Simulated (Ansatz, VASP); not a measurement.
Two plane-wave programs on ZnCu

```
CELL_PARAMETERS angstrom
2.96523 0.00000 0.00000
0.00000 2.96523 0.00000
0.00000 0.00000 2.96523
ATOMIC_POSITIONS crystal
Zn 0.50000 0.50000 0.50000
Cu 0.00000 0.00000 0.00000
```

Alike in both runs: task single point; functional PBE; k mesh 12 × 12 × 12; occupations gaussian, width 0.05 eV; no spin polarisation.

|  | VASP | Ansatz |
| --- | --- | --- |
| version | VASP 6.6.1 | Ansatz 0.2.0 |
| potentials or method | VASP PAW PBE potentials, release 64 (Zn, Cu), cutoff 520 eV | scalar-relativistic, plane waves, PAW |
| valence electrons in the cell | 23 | 31 |

Ansatz gave:

- gap on the k mesh at the Fermi level (eV): none
- pressure (GPa): 0.0

Task: Which values does VASP return?

Result: gap on the k mesh at the Fermi level (eV): none; pressure (GPa): 0.5.

A gap of «none» marks a metal or a gap that the smearing closes. VASP's potentials hold 23 valence electrons a cell and Ansatz's 31, so a difference there can come from the potentials and not from the codes.
